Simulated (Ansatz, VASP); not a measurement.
KSi3I in VASP and in Ansatz

The input INCAR:

```
SYSTEM = KSi3I
PREC = Accurate
ENCUT = 600
EDIFF = 1E-6
ISMEAR = 0
SIGMA = 0.1
LREAL = .False.
LASPH = .True.
NELM = 100
ALGO = Normal
ISIF = 3
LWAVE = .False.
LCHARG = .False.
GGA = PE
IBRION = 2
NSW = 90
EDIFFG = -0.04
```

Contents of KPOINTS:

```
regular mesh
0
Gamma
  4 4 4
  0 0 0
```

Contents of POSCAR:

```
KSi3I
1.0
    5.2611634400      0.0000000000      0.0000000000
    0.0000000000      5.2611634400      0.0000000000
    0.0000000000      0.0000000000      5.2611634400
K Si I
1 3 1
Direct
    0.0000000000      0.0000000000      0.0000000000
    0.0000000000      0.5000000000      0.5000000000
    0.5000000000      0.0000000000      0.5000000000
    0.5000000000      0.5000000000      0.0000000000
    0.5000000000      0.5000000000      0.5000000000
```

Input for Ansatz:

```yaml
crystal:
  lattice:
    - [5.26116344, 0.0, 0.0]
    - [0.0, 5.26116344, 0.0]
    - [0.0, 0.0, 5.26116344]
  atoms:
    - { symbol: K, position: [0.0, 0.0, 0.0] }
    - { symbol: Si, position: [0.0, 0.5, 0.5] }
    - { symbol: Si, position: [0.5, 0.0, 0.5] }
    - { symbol: Si, position: [0.5, 0.5, 0.0] }
    - { symbol: I, position: [0.5, 0.5, 0.5] }
basis:
  ecutwfc: 420
kpoints:
  mp_grid: { grid: [4, 4, 4] }
hamiltonian:
  xc: pbe
scf:
  occupations: { method: gaussian, width: 0.1 }
  lower_state_search: "off"
output:
  forces: true
  stress: true
  eigenvalues: true
relax:
  adjacent_minimum: "off"
  f_tol: 0.04
  max_steps: 70
  cell: { stress_tol: 0.4 }
```

Alike in both runs: task relaxation of cell and atoms; functional PBE; k mesh 4 × 4 × 4; occupations gaussian, width 0.1 eV; no spin polarisation.

|  | VASP | Ansatz |
| --- | --- | --- |
| version | VASP 6.6.1 | Ansatz 0.2.0 |
| potentials or method | VASP PAW PBE potentials, release 64 (K_sv, Si, I), cutoff 600 eV | scalar-relativistic, plane waves, PAW |
| valence electrons in the cell | 28 | 38 |

```csv
,VASP,Ansatz,Ansatz less VASP
"gap on the k mesh at the Fermi level, each at its own relaxed structure (eV)",none,none,-
relaxed volume (Å³/atom),34.17,33.83,-0.341
relaxed cell length with the largest relative difference (Å),5.549,5.530,-0.0185
```

A gap of «none» marks a metal or a gap that the smearing closes. VASP's potentials hold 28 valence electrons a cell and Ansatz's 38, so a difference there can come from the potentials and not from the codes.

Neither program's run includes spin-orbit coupling. Noted on VASP's run: the volume moved by over 15 % at a fixed basis, so the end points are rough.
